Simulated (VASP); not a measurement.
The system is Cd3O.

```
Cd O
1.0
     5.99036    0.00000    0.00000
     0.00000    5.99036    0.00000
     0.00000    0.00000    4.26647
Cd O
6 2
Cartesian
  4.5712 1.5760 0.0000
  1.4192 4.4144 0.0000
  1.5760 1.4192 0.0000
  4.4144 4.5712 0.0000
  2.9952 2.9952 2.1332
  0.0000 0.0000 2.1332
  0.0000 2.9952 2.1332
  2.9952 0.0000 2.1332
```

The cell was generated, and may not be a known phase.

- Program: VASP 6.6.1
- Task: relaxation of cell and atoms
- Functional: PBE
- Potentials or basis: VASP PAW PBE potentials, release 64 (Cd, O)
- Cutoff: 600 eV
- k mesh: 3 × 3 × 4
- Occupations: gaussian, width 0.2 eV
- Spin: no spin polarisation

At the start: pressure -1.8 GPa; volume 19.14 Å³/atom.

Task: Where does the relaxation end?

Result: Over 19 steps the energy falls by 116.9 meV/atom and the volume is 18.33 Å³/atom (-4.2 %); space group P4/mbm (No. 127, to 0.1 Å) before and after.

The path:
```csv
step,energy change (eV),largest force (eV/Å),pressure (GPa),volume (Å³)
1,0.0000,0.2326,-1.82,153.10
2,-0.0448,0.2635,0.01,148.33
3,-0.0474,0.2739,0.61,146.94
4,-0.0757,0.3104,0.65,146.75
5,-0.1714,0.4134,0.76,146.14
6,-0.4027,0.5711,1.11,144.66
7,-0.8091,0.3019,3.27,140.70
8,-0.7428,0.2551,4.99,139.30
9,-0.8098,0.2344,3.52,140.45
10,-0.8329,0.1354,3.10,141.35
11,-0.8505,0.1204,2.37,143.26
12,-0.8675,0.0703,1.81,144.12
13,-0.8946,0.0583,0.31,146.71
14,-0.8964,0.0928,-0.12,147.52
15,-0.8964,0.0962,-0.17,147.61
16,-0.8986,0.0916,-0.17,147.57
17,-0.9048,0.0793,-0.16,147.45
18,-0.9161,0.0560,-0.13,147.19
19,-0.9353,0.0130,0.02,146.62
```

Final structure:
```yaml
crystal:
  lattice:
    - [5.55448, 0.00000, 0.00000]
    - [0.00000, 5.55448, 0.00000]
    - [0.00000, 0.00000, 4.75222]
  atoms:
    - { symbol: Cd, position: [0.82251, 0.32251, 0.00000] }
    - { symbol: Cd, position: [0.17749, 0.67749, 0.00000] }
    - { symbol: Cd, position: [0.32251, 0.17749, 0.00000] }
    - { symbol: Cd, position: [0.67749, 0.82251, 0.00000] }
    - { symbol: Cd, position: [0.50000, 0.50000, 0.50000] }
    - { symbol: Cd, position: [0.00000, 0.00000, 0.50000] }
    - { symbol: O, position: [0.00000, 0.50000, 0.50000] }
    - { symbol: O, position: [0.50000, 0.00000, 0.50000] }
```

Caveat: the k points lie up to 0.38 Å⁻¹ apart in the final cell, too coarse for converged energies and pressures of a metal.
